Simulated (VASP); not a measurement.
Input of a VASP 6.6.1 run:

The input INCAR:

```
SYSTEM = H3CF
ALGO = Normal
EDIFF = 1E-6
EFERMI = MIDGAP
ENCUT = 720
GGA = PE
GGA_COMPAT = .False.
ISIF = 0
ISMEAR = 0
LASPH = .True.
LCHARG = .False.
LREAL = .False.
LWAVE = .False.
NELM = 120
PREC = Accurate
SIGMA = 0.03
```

KPOINTS

```
k-points
0
Gamma
  1 1 1
```

Contents of POSCAR:

```
H3CF
1.0
   12.0000000000      0.0000000000      0.0000000000
    0.0000000000     11.0000000000      0.0000000000
    0.0000000000      0.0000000000     11.0000000000
C F H
1 1 3
Direct
    0.4895500000      0.5010136400      0.4938590900
    0.5849500000      0.4334318200      0.4778227300
    0.4172166700      0.4410318200      0.4878772700
    0.4850416700      0.5703863600      0.4229681800
    0.4921250000      0.5442500000      0.5868500000
```

Potentials or basis: VASP PAW PBE potentials, release 64 (C, F, H).

Run with:

```bash
$ cat potpaw_PBE.64/C/POTCAR potpaw_PBE.64/F/POTCAR potpaw_PBE.64/H/POTCAR > POTCAR
$ mpirun -np 1 vasp_gam > vasp.out
```

(1) Estimate the largest force.

(2) Predict the gap between the frontier levels.

## Answers

(1) 1.352 eV/Å.

(2) 7.42 eV.

Caveat: the cell differs from its parent crystal (last atom moved by 0.04 Å along z).
